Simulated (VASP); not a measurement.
# Ni2Cl (P6/mmm) in VASP: a series of runs

The runs below take Ni2Cl through single point, relaxation of cell and atoms, with PBE.

All numbers are computed with VASP 6.6.1; they aren't measurements. Logs are shortened: lines on timing, memory, paths and dates and some standing lists are left out, and cuts for length are marked.

## 1. The cell of the first run

It takes space group P6/mmm (No. 191, hexagonal). Conventional cell: a = 4.105 Å, b = 4.105 Å, c = 2.947 Å, α = 90.00°, β = 90.00°, γ = 120.00°. Ni (site symmetry -6m2) has 5 Ni at 2.37 to 2.95 Å and 6 Cl at 2.79 Å within 3.1 Å. Within 3.7 Å of Cl (site symmetry 6/mmm) lie 12 Ni at 2.79 Å and 2 Cl at 2.95 Å.

The cell was generated, and may not be a known phase.

## 2. Single point, PBE, collinear spin, ferromagnetic start

File INCAR:

```
SYSTEM = Ni2Cl
  PREC = Accurate
  ENCUT = 520
  EDIFF = 1E-6
  ISMEAR = 0
  SIGMA = 0.1
  LREAL = .False.
  LASPH = .True.
  NELM = 150
  ALGO = Normal
  ISIF = 2
  LWAVE = .False.
  LCHARG = .False.
  ISPIN = 2
  MAGMOM = 2 2 0
  LORBIT = 11
  LMAXMIX = 4
  GGA = PE
  NBANDS = 24
```

File KPOINTS:

```
regular mesh
0
Gamma
  6 6 6
  0 0 0
```

File POSCAR:

```
Ni2Cl
1.0
    4.1046796815     -0.0000000029      0.0000000000
   -2.0523398383      3.5547568800      0.0000000000
    0.0000000000      0.0000000000      2.9469399640
Ni Cl
2 1
Direct
    0.3333333333      0.6666666667      0.5000000000
    0.6666666667      0.3333333333      0.5000000000
    0.0000000000      0.0000000000      0.0000000000
```

Potentials or basis: VASP PAW PBE potentials, release 64 (Ni, Cl).

Started as:

```bash
cat potpaw_PBE.64/Ni/POTCAR potpaw_PBE.64/Cl/POTCAR > POTCAR
mpirun -np 1 vasp_std > vasp.out
```

OUTCAR:

```text
SYSTEM = Ni2Cl
   PREC = Accurate
   ENCUT = 520
   EDIFF = 1E-6
   ISMEAR = 0
   LREAL = .False.
   LASPH = .True.
   NELM = 150
   ISIF = 2
   ISPIN = 2
   LORBIT = 11
   GGA = PE

 ion  position               nearest neighbor table
   1  0.333  0.667  0.500-   2 2.37   2 2.37   2 2.37   3 2.79   3 2.79   3 2.79   3 2.79   3 2.79
                             3 2.79
   2  0.667  0.333  0.500-   1 2.37   1 2.37   1 2.37   3 2.79   3 2.79   3 2.79   3 2.79   3 2.79
                             3 2.79
   3  0.000  0.000  0.000-   1 2.79   2 2.79   1 2.79   2 2.79   2 2.79   2 2.79   1 2.79   1 2.79
                             2 2.79   2 2.79   1 2.79   1 2.79

  LATTYP: Found a hexagonal cell.
 ALAT       =     4.1046796815
 C/A-ratio  =     0.7179463911

  Lattice vectors:

 A1 = (   4.1046796815,  -0.0000000029,   0.0000000000)
 A2 = (  -2.0523398383,   3.5547568800,   0.0000000000)
 A3 = (   0.0000000000,   0.0000000000,   2.9469399640)

Analysis of symmetry for initial positions (statically):
=====================================================================
 Subroutine PRICEL returns:
 Original cell was already a primitive cell.

 Routine SETGRP: Setting up the symmetry group for a
 hexagonal supercell.

 Subroutine GETGRP returns: Found 24 space group operations
 (whereof 24 operations were pure point group operations)
 out of a pool of 24 trial point group operations.

The static configuration has the point symmetry D_6h.

Analysis of symmetry for dynamics (positions and initial velocities):
=====================================================================
 Subroutine PRICEL returns:
 Original cell was already a primitive cell.

 Routine SETGRP: Setting up the symmetry group for a
 hexagonal supercell.

 Subroutine GETGRP returns: Found 24 space group operations
 (whereof 24 operations were pure point group operations)
 out of a pool of 24 trial point group operations.

The dynamic configuration has the point symmetry D_6h.

Analysis of structural, dynamic, and magnetic symmetry:
=====================================================================
 Subroutine PRICEL returns:
 Original cell was already a primitive cell.

 Routine SETGRP: Setting up the symmetry group for a
 hexagonal supercell.

 Subroutine GETGRP returns: Found 24 space group operations
 (whereof 24 operations were pure point group operations)
 out of a pool of 24 trial point group operations.

The overall configuration has the point symmetry D_6h.

 Subroutine INISYM returns: Found 24 space group operations
 (whereof 24 operations are pure point group operations),
 and found     1 'primitive' translations

----------------------------------------------------------------------------------------

                                     Primitive cell

  volume of cell :      42.9992

  direct lattice vectors                    reciprocal lattice vectors
     4.104679682 -0.000000003  0.000000000     0.243624370  0.140656595  0.000000000
    -2.052339838  3.554756880  0.000000000     0.000000000  0.281313191  0.000000000
     0.000000000  0.000000000  2.946939964     0.000000000  0.000000000  0.339335043

  length of vectors
     4.104679682  4.104679682  2.946939964     0.281313191  0.281313191  0.339335043

  position of ions in fractional coordinates (direct lattice)
     0.333333333  0.666666667  0.500000000
     0.666666667  0.333333333  0.500000000
     0.000000000  0.000000000  0.000000000

  ion indices of the primitive-cell ions
   primitive index   ion index
                 1           1
                 2           2
                 3           3

----------------------------------------------------------------------------------------

 KPOINTS: regular mesh

Automatic generation of k-mesh.
 Grid dimensions read from file:
 generate k-points for:    6    6    6

 Generating k-lattice:

  Cartesian coordinates                     Fractional coordinates (reciprocal lattice)
     0.040604062  0.023442766  0.000000000     0.166666667 -0.000000000  0.000000000
     0.000000000  0.046885532  0.000000000     0.000000000  0.166666667  0.000000000
     0.000000000  0.000000000  0.056555841     0.000000000  0.000000000  0.166666667

  Length of vectors
     0.046885532  0.046885532  0.056555841

  Shift w.r.t. Gamma in fractional coordinates (k-lattice)
     0.000000000  0.000000000  0.000000000

 Subroutine IBZKPT returns following result:
 ===========================================

 Found     28 irreducible k-points:

 Following reciprocal coordinates:
            Coordinates               Weight
  0.000000  0.000000  0.000000      1.000000
  0.166667 -0.000000  0.000000      6.000000
  0.333333 -0.000000  0.000000      6.000000
  0.500000 -0.000000  0.000000      3.000000
  0.166667  0.166667  0.000000      6.000000
  0.333333  0.166667  0.000000     12.000000
[... 16 lines left out ...]
  0.166667 -0.000000  0.500000      6.000000
  0.333333 -0.000000  0.500000      6.000000
 [... further k-points ...]
   k-points           NKPTS =     28   k-points in BZ     NKDIM =     28   number of bands    NBANDS=     24
   number of dos      NEDOS =    301   number of ions     NIONS =      3
   total plane-waves  NPLWV =  24576
   dimension x,y,z NGX =    32 NGY =   32 NGZ =   24
   dimension x,y,z NGXF=    64 NGYF=   64 NGZF=   48
   ions per type =               2   1
   NGX,Y,Z   is equivalent  to a cutoff of  12.96, 12.96, 13.54 a.u.
   NGXF,Y,Z  is equivalent  to a cutoff of  25.92, 25.92, 27.08 a.u.
 SYSTEM =  Ni2Cl
   PREC   = accura    normal or accurate (medium, high low for compatibility)
   ISTART =      0    job   : 0-new  1-cont  2-samecut
   ICHARG =      2    charge: 1-file 2-atom 10-const
   ISPIN  =      2    spin polarized calculation?
   LNONCOLLINEAR =      F non collinear calculations
   LSORBIT =      F    spin-orbit coupling
   LASPH  =      T    aspherical Exc in radial PAW
   ENCUT  =  520.0 eV  38.22 Ry    6.18 a.u.   7.63  7.63  5.48*2*pi/ulx,y,z
   NELM   =    150;   NELMIN=  2; NELMDL= -5     # of ELM steps
   EDIFF  = 0.1E-05   stopping-criterion for ELM
   LREAL  =      F    real-space projection
   EDIFFG = 0.1E-04   stopping-criterion for IOM
   NSW    =      0    number of steps for IOM
   IBRION =     -1    ionic relax: 0-MD 1-quasi-New 2-CG
   NFREE  =      0    steps in history (QN), initial steepest desc. (CG)
   ISIF   =      2    stress and relaxation
   ISYM   =      2    0-nonsym 1-usesym 2-fastsym
   POTIM  = 0.5000    time-step for ionic-motion
   TEBEG  =    0.0;   TEEND  =   0.0 temperature during run
   PSTRESS=    0.0 pullay stress
   NELECT =      27.0000    total number of electrons
   NUPDOWN=      -1.0000    fix difference up-down
   EMIN   =  10.00;   EMAX   =-10.00  energy-range for DOS
   EFERMI =   0.00;   METHOD = LEGACY
   ISMEAR =     0;   SIGMA  =   0.10  broadening in eV -4-tet -1-fermi 0-gaus
   EFERMI_NEDOS =   21; number of points for ismear=-14 and -15
   IALGO  =     38    algorithm
   IMIX   =      4    mixing-type and parameters
     AMIX     =   0.40;   BMIX     =  1.00
     AMIX_MAG =   1.60;   BMIX_MAG =  1.00
  volume/ion in A,a.u.               =      14.33        96.72
  Fermi-wavevector in a.u.,A,eV,Ry     =   1.401875  2.649159 26.738894  1.965253
  Thomas-Fermi vector in A             =   2.524693
   LORBIT       =     11    0 simple, 1 ext, 2 COOP (PROOUT), +10 PAW based schemes
   GGA     = PE    functional components
   LHFCALC =     F    Hartree Fock is set to
   AEXX    =    0.0000 exact exchange contribution
   IVDW    =     0    specifies the selected vdW correction
   LEPSILON=     F    determine dielectric tensor
   LRPA    =     F    only Hartree local field effects (RPA)
 spin polarized calculation
 Gauss-broadening in eV      SIGMA  =   0.10
  energy-cutoff  :      520.00
  volume of cell :       43.00
 maximum number of plane-waves:      1185
 NGX is ok and might be reduce to    32
   NGX = 15   NGY = 15   NGZ = 11

 number of electron      27.0000008 magnetization       1.3242002

 Free energy of the ion-electron system (eV)
  ---------------------------------------------------
  ext. energy  EPLUGINS =         0.00000000
  ---------------------------------------------------
  free energy    TOTEN  =       -10.58858387 eV

  energy without entropy =      -10.56249066  energy(sigma->0) =      -10.57553726

 E-fermi :   7.3055     XC(G=0): -11.5619

 val. band max:        7.2984407318   @ k =   0.3333  -0.0000   0.0000
 cond. band min:       7.3148508252   @ k =   0.3333  -0.0000   0.5000
 fundamental gap:      0.0164100933
 Fermi energy:         7.3055201633

 spin component 1

 k-point     1 :       0.0000    0.0000    0.0000
  band No.  band energies     occupation
      1     -10.0538      1.00000
      2       1.6294      1.00000
      3       1.6294      1.00000
      4       3.9532      1.00000
      5       4.6595      1.00000
      6       4.8108      1.00000
[... 16 lines left out ...]
     23      21.8364      0.00000
     24      21.8364      0.00000
[... 598 lines left out ...]
      2      -0.0709      1.00000
      3       1.7767      1.00000
      4       2.1794      1.00000
      5       4.2720      1.00000
      6       4.7899      1.00000
[... 16 lines left out ...]
     23      22.4215      0.00000
     24      23.3374      0.00000

 [... further k-points ...]

 spin component 2

 k-point     1 :       0.0000    0.0000    0.0000
  band No.  band energies     occupation
      1     -10.0381      1.00000
      2       1.7135      1.00000
      3       1.7135      1.00000
      4       3.9416      1.00000
      5       4.8208      1.00000
      6       5.2048      1.00000
[... 16 lines left out ...]
     23      21.8508      0.00000
     24      21.8508      0.00000
[... 598 lines left out ...]
      2      -0.0570      1.00000
      3       1.8025      1.00000
      4       2.2933      1.00000
      5       4.7190      1.00000
      6       5.4485      1.00000
[... 16 lines left out ...]
     23      22.4324      0.00000
     24      23.3406      0.00000

 [... further k-points ...]

------------------------ aborting loop because EDIFF is reached ----------------------------------------

  FORCE on cell =-STRESS in cart. coord.  units (eV):
  Direction    XX          YY          ZZ          XY          YZ          ZX
  --------------------------------------------------------------------------------------
  -------------------------------------------------------------------------------------
  Total        0.0216059      0.0216059      0.0264179     -0.0000000      0.0000000      0.0000000
  in kB        0.8050486      0.8050486      0.9843483     -0.0000000      0.0000000      0.0000000
  external PRESSURE =       0.8648152 kB  Pullay stress =       0.0000000 kB

 VOLUME and BASIS-vectors are now :
 -----------------------------------------------------------------------------
  energy-cutoff  :      520.00
  volume of cell :       43.00
      direct lattice vectors                 reciprocal lattice vectors
     4.104679682 -0.000000003  0.000000000     0.243624370  0.140656595  0.000000000
    -2.052339838  3.554756880  0.000000000     0.000000000  0.281313191  0.000000000
     0.000000000  0.000000000  2.946939964     0.000000000  0.000000000  0.339335043

 POSITION                                       TOTAL-FORCE (eV/Angst)
 -----------------------------------------------------------------------------------
      0.00000      2.36984      1.47347         0.000000     -0.000000     -0.000000
      2.05234      1.18492      1.47347        -0.000000      0.000000      0.000000
      0.00000      0.00000      0.00000        -0.000000     -0.000000      0.000000
 -----------------------------------------------------------------------------------
    total drift:                               -0.000000      0.000000      0.000000

  FREE ENERGIE OF THE ION-ELECTRON SYSTEM (eV)
  ---------------------------------------------------
  free  energy   TOTEN  =       -10.5885838661 eV

  energy  without entropy=      -10.5624906597  energy(sigma->0) =      -10.57553726

 total charge

# of ion       s       p       d       tot
------------------------------------------
    1        0.383   0.251   8.427   9.061
    2        0.383   0.251   8.427   9.061
    3        1.645   3.347   0.000   4.992
--------------------------------------------------
tot          2.411   3.849  16.854  23.114

 magnetization (x)

# of ion       s       p       d       tot
------------------------------------------
    1       -0.019  -0.013   0.711   0.679
    2       -0.019  -0.013   0.711   0.679
    3       -0.002   0.031   0.000   0.029
--------------------------------------------------
tot         -0.041   0.005   1.423   1.387
```

Wall time 76 s (1 thread of Intel Xeon 8259CL, shared host); peak memory 0.2 GiB.

Results:

* Free energy: -10.5886 eV
* Pressure: 0.1 GPa
* Net moment: 1.32 μB per cell
* Site moments: Ni +0.68; Cl +0.03 μB
* Valence electrons inside the program's atomic spheres: Ni 9.06; Cl 4.99

Levels at points of the mesh, in eV from the Fermi level:
Spin up:
```csv
k point,band 12,band 13,band 14,band 15,band 16,band 17
"(0.00, 0.00, 0.00)",-0.86,-0.86,-0.71,-0.71,3.67,3.67
"(0.50, 0.00, 0.00)",-0.93,-0.70,-0.69,0.25,2.88,6.84
"(0.00, 0.00, 0.50)",-0.41,-0.41,-0.40,1.14,2.57,7.73
"(0.50, 0.00, 0.50)",-0.85,-0.52,-0.51,1.00,3.48,3.68
```
Spin down:
```tsv
k point	band 11	band 12	band 13	band 14	band 15	band 16
(0.00, 0.00, 0.00)	-0.97	-0.14	-0.14	-0.05	-0.05	3.74
(0.50, 0.00, 0.00)	-0.26	-0.19	-0.17	0.03	0.54	3.04
(0.00, 0.00, 0.50)	-0.87	0.25	0.25	0.34	1.06	2.74
(0.50, 0.00, 0.50)	-0.30	-0.07	0.20	0.26	1.41	3.46
```

## 3. Single point, PBE, collinear spin, ferromagnetic start

This run uses another cell than the first one, of 17.93 Å³/atom.

File INCAR:

```
SYSTEM = Ni2Cl
PREC = Accurate ; ENCUT = 520
EDIFF = 1E-6 ; ISMEAR = 0
SIGMA = 0.1 ; LREAL = .FALSE.
LASPH = .TRUE. ; NELM = 150
ALGO = Normal ; ISIF = 2
LWAVE = .FALSE. ; LCHARG = .TRUE.
ISPIN = 2 ; MAGMOM = 2 2 0
LORBIT = 11 ; LMAXMIX = 4
GGA = PE ; LELF = .TRUE.
LVHAR = .TRUE. ; NBANDS = 24
```

File KPOINTS:

```
regular mesh
0
G
  6 6 6
  0 0 0
```

File POSCAR:

```
Ni2Cl
1.0
    4.1387910100      0.0000000000      0.0000000000
   -2.0693955000      3.5842981600      0.0000000000
    0.0000000000      0.0000000000      3.6254881100
Ni Cl
2 1
Direct
    0.3333333300      0.6666666700      0.5000000000
    0.6666666700      0.3333333300      0.5000000000
    0.0000000000      0.0000000000      0.0000000000
```

Potentials or basis: VASP PAW PBE potentials, release 64 (Ni, Cl).

Started as:

```bash
cat potpaw_PBE.64/Ni/POTCAR potpaw_PBE.64/Cl/POTCAR > POTCAR
mpirun -np 1 vasp_std > vasp.out
```

It took 2.2 min on 1 thread of Intel Xeon 8259CL, shared host; peak memory 0.22 GiB.

The run converged. Its results:

```
Free energy                                           : -10.2963 eV
Pressure                                              : -7.4 GPa
Net moment                                            : 1.40 μB per cell
Site moments                                          : Ni +0.73; Cl +0.01 μB
Valence electrons inside the program's atomic spheres : Ni 8.96; Cl 4.98
```

Stress tensor (GPa, compression positive):
```
-8.16  0.00  0.00
 0.00 -8.16  0.00
 0.00  0.00 -5.79
```

Levels at points of the mesh, in eV from the Fermi level:
Spin up:
```csv
k point,band 10,band 11,band 12,band 13,band 14,band 15,band 16,band 17,band 18,band 19
"(0.00, 0.00, 0.00)",-1.92,-1.13,-1.13,-1.09,-1.09,-0.95,4.90,4.90,6.88,8.12
"(0.50, 0.00, 0.00)",-1.33,-1.19,-0.92,-0.81,-0.68,-0.04,2.08,5.84,6.39,7.01
"(0.00, 0.00, 0.50)",-1.91,-1.60,-0.72,-0.72,-0.58,1.12,1.57,7.28,7.28,8.12
"(0.50, 0.00, 0.50)",-1.09,-0.98,-0.79,-0.76,-0.73,0.24,3.17,3.56,4.09,6.07
```
Spin down:
```
           k point  band 11  band 12  band 13  band 14  band 15  band 16
(0.00, 0.00, 0.00)    -0.55    -0.55    -0.53    -0.09    -0.09     4.95
(0.50, 0.00, 0.00)    -0.37    -0.10    -0.09     0.06     0.10     2.25
(0.00, 0.00, 0.50)    -1.25    -0.12     0.23     0.23     1.21     1.50
(0.50, 0.00, 0.50)    -0.27    -0.13    -0.07     0.03     0.74     3.27
```

Caveat: the cell stands under tension. With open d or f shells a metallic result of PBE can be an artefact of self-interaction; +U or a hybrid may open a gap.

## 4. Relaxation of cell and atoms, PBE, collinear spin, ferromagnetic start

This run uses another cell than the first one, of 17.93 Å³/atom.

File INCAR:

```
PREC = Accurate ; ENCUT = 600
EDIFF = 1E-6 ; ISMEAR = 0
SIGMA = 0.1 ; LREAL = F
LASPH = T ; NELM = 150
ALGO = Normal ; ISIF = 3
LWAVE = F ; LCHARG = F
ISPIN = 2 ; MAGMOM = 2 2 0
LORBIT = 11 ; LMAXMIX = 4
GGA = PE ; IBRION = 2
NSW = 90 ; EDIFFG = -0.04
```

File KPOINTS:

```
regular mesh
0
Gamma
  6 6 6
```

POSCAR is that of step 3.

Started as:

```bash
cat potpaw_PBE.64/Ni/POTCAR potpaw_PBE.64/Cl/POTCAR > POTCAR
mpirun -np 1 vasp_std > vasp.out
```

It took 17 min on 1 thread of Intel Xeon 8259CL, shared host; peak memory 0.26 GiB.

Results (log left out):

```
Free energy                                           : -10.5905 eV
Relaxed volume                                        : 14.30 Å³/atom
Relaxed cell                                          : a = 4.106 Å, b = 4.106 Å, c = 2.937 Å, α = 90.00°, β = 90.00°, γ = 120.00°
Space group after relaxing (to 0.1 Å)                 : P6/mmm (No. 191)
Energy gained by relaxing                             : 98.2 meV/atom
Ionic steps                                           : 12
Pressure after relaxing                               : 0.2 GPa
Net moment                                            : 1.32 μB per cell
Site moments                                          : Ni +0.68; Cl +0.03 μB
Valence electrons inside the program's atomic spheres : Ni 9.06; Cl 4.99
```

Stress tensor (GPa, compression positive):
```
0.16 0.00 0.00
0.00 0.16 0.00
0.00 0.00 0.41
```

The path:
| step | energy change (eV) | largest force (eV/Å) | pressure (GPa) | volume (Å³) |
| --- | --- | --- | --- | --- |
| 1 | 0.0000 | 0.0000 | -7.33 | 53.78 |
| 2 | -0.1782 | 0.0000 | -1.07 | 47.65 |
| 3 | -0.1796 | 0.0000 | -0.20 | 47.13 |
| 4 | -0.1895 | 0.0000 | -0.19 | 46.79 |
| 5 | -0.2186 | 0.0000 | -0.08 | 45.72 |
| 6 | -0.2785 | 0.0000 | 0.77 | 43.43 |
| 7 | 0.0572 | 0.0000 | 10.14 | 38.23 |
| 8 | -0.2870 | 0.0000 | 1.10 | 42.87 |
| 9 | -0.2864 | 0.0000 | 2.33 | 41.86 |
| 10 | -0.2900 | 0.0000 | 1.66 | 42.37 |
| 11 | -0.2882 | 0.0000 | -1.31 | 43.50 |
| 12 | -0.2946 | 0.0000 | 0.24 | 42.89 |

Final structure:
```yaml
crystal:
  lattice:
    - [4.10649, 0.00000, 0.00000]
    - [-2.05325, 3.55633, 0.00000]
    - [0.00000, 0.00000, 2.93674]
  atoms:
    - { symbol: Ni, position: [0.33333, 0.66667, 0.50000] }
    - { symbol: Ni, position: [0.66667, 0.33333, 0.50000] }
    - { symbol: Cl, position: [0.00000, 0.00000, 0.00000] }
```

Levels at points of the mesh, in eV from the Fermi level:
Spin up:
| k point | band 12 | band 13 | band 14 | band 15 | band 16 | band 17 |
| --- | --- | --- | --- | --- | --- | --- |
| (0.00, 0.00, 0.00) | -0.85 | -0.85 | -0.71 | -0.71 | 3.64 | 3.64 |
| (0.50, 0.00, 0.00) | -0.94 | -0.70 | -0.68 | 0.25 | 2.89 | 6.85 |
| (0.00, 0.00, 0.50) | -0.40 | -0.40 | -0.39 | 1.14 | 2.60 | 7.72 |
| (0.50, 0.00, 0.50) | -0.85 | -0.52 | -0.51 | 1.02 | 3.48 | 3.68 |
Spin down:
```
           k point  band 9  band 10  band 11  band 12  band 13  band 14  band 15  band 16  band 17  band 18
(0.00, 0.00, 0.00)   -1.05    -0.97    -0.97    -0.14    -0.14    -0.04    -0.04     3.72     3.72     7.81
(0.50, 0.00, 0.00)   -1.15    -0.34    -0.27    -0.19    -0.16     0.03     0.54     3.04     6.89     7.71
(0.00, 0.00, 0.50)   -1.35    -1.35    -0.86     0.25     0.25     0.34     1.05     2.77     7.89     8.11
(0.50, 0.00, 0.50)   -0.43    -0.31    -0.31    -0.07     0.20     0.26     1.43     3.46     3.71     4.92
```

Caveat: the volume moved by over 15 % at a fixed basis, so the end points are rough.

[end of part 1 of 2]
